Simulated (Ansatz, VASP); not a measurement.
# Ag: VASP beside Ansatz

```
Ag
1.0
     0.00000    2.02267    2.04310
     2.02267    0.00000    2.04310
     2.02267    2.02267    0.00000
Ag
1
Cartesian
  0.0000 0.0000 0.0000
```

Change from the starting cell: equal xx and yy strain of -1 %, crystal datasets.

Alike in both runs: task electric field gradients; functional PBE; k mesh 15 × 15 × 15; occupations fermi-dirac, width 0.05 eV; no spin polarisation.

|  | VASP | Ansatz |
| --- | --- | --- |
| version | VASP 6.6.1 | Ansatz 0.2.0 |
| potentials or method | VASP PAW PBE potentials, release 64 (Ag), cutoff 400 eV | all-electron PAW with datasets made for the crystal, scalar-relativistic |

Ansatz gave:

- pressure (GPa): 7.0
- traceless stress, the component that is largest in VASP (GPa): -0.13
- size of Vzz on the site where it differs most (V/Å²): 0.6

Which values does VASP return?

Pressure (GPa): 6.5; traceless stress, the component that is largest in VASP (GPa): -0.12; size of Vzz on the site where it differs most (V/Å²): 0.3.

Ansatz ran all-electron here, and VASP with PAW potentials.
